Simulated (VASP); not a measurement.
As, 2 atoms in the cell. Symmetry: Fd-3m, No. 227, cubic system. Conventional cell: a = 6.133 Å, b = 6.133 Å, c = 6.133 Å, α = 90.00°, β = 90.00°, γ = 90.00°. As (site symmetry -43m) has 4 As at 2.66 Å within 3.5 Å. 

```yaml
Program: VASP 6.6.1
Task: single point
Functional: r2SCAN
Potentials_or_basis: VASP PAW PBE potentials, release 64 (As)
Cutoff: 520 eV
k_mesh: 10 × 10 × 10
Occupations: fermi-dirac, width 0.1 eV
Spin: no spin polarisation
Dipole_correction: no
Further_INCAR_settings: ALGO = Normal; EDIFF = 1e-06; NBANDS = 12
```

Potentials or basis: VASP PAW PBE potentials, release 64 (As).

Command:

```console
$ cat potpaw_PBE.64/As/POTCAR > POTCAR
$ cp INCAR.step1 INCAR
$ mpirun -np 1 vasp_std > vasp.out
$ cp INCAR.step2 INCAR
$ mpirun -np 1 vasp_std > vasp.out
```

Hardware: 1 thread of AMD EPYC 9R45 96-Core Processor (Zen 5), with other jobs on the host.

Question: Estimate the wall time of this run.

Answer: Wall time 47 s on 1 thread of AMD EPYC 9R45 96-Core Processor (Zen 5) (shared host), peak memory 0.16 GiB. Counts: k points 47.
